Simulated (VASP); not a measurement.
Crystal: Au.

```
Au
1.0
     3.12244    0.00000    0.00000
     0.00000    3.12244    0.00000
     0.00000    0.00000    3.12244
Au
1
Direct
  0.50000 0.50000 0.50000
```

| Quantity | Value |
| --- | --- |
| Program | VASP 6.6.1 |
| Task | relaxation of cell and atoms |
| Functional | PBE |
| Potentials or basis | VASP PAW PBE potentials, release 64 (Au) |
| Cutoff | 500 eV |
| k mesh | 6 × 6 × 6 |
| Occupations | gaussian, width 0.1 eV |
| Spin | no spin polarisation |

At the start: pressure -13.3 GPa; volume 30.44 Å³/atom.

Problem. How do energy, volume and symmetry change on relaxing?

Solution. Over 3 steps the energy falls by 635.8 meV/atom and the volume is 20.40 Å³/atom (-33.0 %); space group Pm-3m (No. 221, to 0.05 Å).

The path:
```
step  energy change (eV)  largest force (eV/Å)  pressure (GPa)  volume (Å³)
   1              0.0000                0.0000          -13.28        30.44
   2             -0.6351                0.0000           -0.99        20.62
   3             -0.6358                0.0000           -0.01        20.40
```

Final structure:
```
CELL_PARAMETERS angstrom
2.73254 0.00000 0.00000
0.00000 2.73254 0.00000
0.00000 0.00000 2.73254
ATOMIC_POSITIONS crystal
Au 0.50000 0.50000 0.50000
```

Caveat: the volume moved by over 15 % at a fixed basis, so the end points are rough.
